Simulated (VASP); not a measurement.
Wanted: the native input for a VASP 6.6.1 run.

| Item | Value |
| --- | --- |
| Task | single point |
| Functional | PBE |
| Potentials or basis | VASP PAW PBE potentials, release 64 (Cr_pv, Pd) |
| Cutoff | 520 eV |
| k mesh | 4 × 4 × 4 |
| Occupations | gaussian, width 0.1 eV |
| Spin | collinear spin, ferromagnetic start |
| Starting moments | [3.71, 3.71, 0.0, 0.0, 0.0, 0.0] μB |
| Dipole correction | no |
| Further INCAR settings | ALGO = Fast; EDIFF = 1e-06; NBANDS = 45 |

The structure of CrPd2 lies in POSCAR:

```
CrPd2
1.0
    0.0000000000      3.6821107763      3.6821107763
    3.6821107763      0.0000000000      3.6821107763
    3.6821107763      3.6821107763      0.0000000000
Cr Pd
2 4
Direct
    0.0000000000      0.0000000000      0.0000000000
    0.2500000000      0.2500000000      0.2500000000
    0.6250000000      0.6250000000      0.6250000000
    0.1250000000      0.6250000000      0.6250000000
    0.6250000000      0.6250000000      0.1250000000
    0.6250000000      0.1250000000      0.6250000000
```

The input as run:

INCAR

```
SYSTEM = CrPd2
ALGO = Fast
EDIFF = 1E-6
ENCUT = 520
GGA = PE
ISIF = 2
ISMEAR = 0
ISPIN = 2
LASPH = .TRUE.
LCHARG = .FALSE.
LMAXMIX = 4
LORBIT = 11
LREAL = .FALSE.
LWAVE = .FALSE.
MAGMOM = 3.71 3.71 0 0 0 0
NBANDS = 45
NELM = 150
PREC = Accurate
SIGMA = 0.1
```

KPOINTS

```
k-points
0
G
  4 4 4
  0 0 0
```

Potentials or basis: VASP PAW PBE potentials, release 64 (Cr_pv, Pd).

Launch:

```console
$ cat potpaw_PBE.64/Cr_pv/POTCAR potpaw_PBE.64/Pd/POTCAR > POTCAR
$ mpirun -np 1 vasp_std > vasp.out
```

Results of the run:

* Pressure: -0.2 GPa
* Net moment: 8.23 μB per cell
* Site moments: Cr +3.69; Pd +0.01 μB
* Valence electrons inside the program's atomic spheres: Cr 10.37; Pd 9.54

Caveat: the k points lie up to 0.37 Å⁻¹ apart.

It took 110 s on 1 thread of Intel(R) Xeon(R) Platinum 8259CL CPU @ 2.50GHz (Skylake/Cascade Lake), on a shared host, peak memory 0.31 GiB.
